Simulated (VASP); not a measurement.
Write the native input for VASP 6.6.1 that does the following.

| Property | Result |
| --- | --- |
| Task | electric field gradients |
| Functional | PBE |
| Potentials or basis | VASP PAW PBE potentials, release 64 (In_d, P) |
| Cutoff | 520 eV |
| k mesh | 11 × 11 × 11 |
| Occupations | fermi-dirac, width 0.03 eV |
| Spin | no spin polarisation |
| Dipole correction | no |
| Further INCAR settings | ALGO = Normal; EDIFF = 1e-08; NBANDS = 16 |

The structure of InP lies in POSCAR:

```
InP
1.0
    0.0000000000      2.9785495236      2.9785495236
    2.9785495236      0.0000000000      2.9785495236
    2.9785495236      2.9785495236      0.0000000000
In P
1 1
Direct
    0.0000000000      0.0000000000      0.0000000000
    0.7500000000      0.7500000000      0.7500000000
```

This cell differs from its parent crystal: volume scaled by 1.05.

These files were run (other wordings do the same):

INCAR

```
  PREC = Accurate
  ENCUT = 520
  EDIFF = 1E-8
  ISMEAR = -1
  SIGMA = 0.03
  LREAL = False
  LASPH = True
  NELM = 100
  ALGO = Normal
  ISIF = 2
  LWAVE = False
  LCHARG = False
  GGA = PE
  LEFG = True
  NBANDS = 16
```

KPOINTS

```
Automatic mesh
0
Gamma
  11 11 11
```

Potentials or basis: VASP PAW PBE potentials, release 64 (In_d, P).

Run with:

```console
$ cat potpaw_PBE.64/In_d/POTCAR potpaw_PBE.64/P/POTCAR > POTCAR
$ mpirun -np 1 vasp_std > vasp.out
```

It gave:

The pressure is 0.0 GPa and the band gap on the k mesh is 0.45 eV, direct.

Caveat: without QUAD_EFG the Cq values of the log hold for a quadrupole moment of 1 mb, not for the nuclei; spin-orbit coupling is left out, which moves the levels of the heavy elements.

Run time: 44 s on 1 thread of Intel(R) Xeon(R) Platinum 8259CL CPU @ 2.50GHz (Skylake/Cascade Lake), with other jobs on the host, peak memory 0.2 GiB.
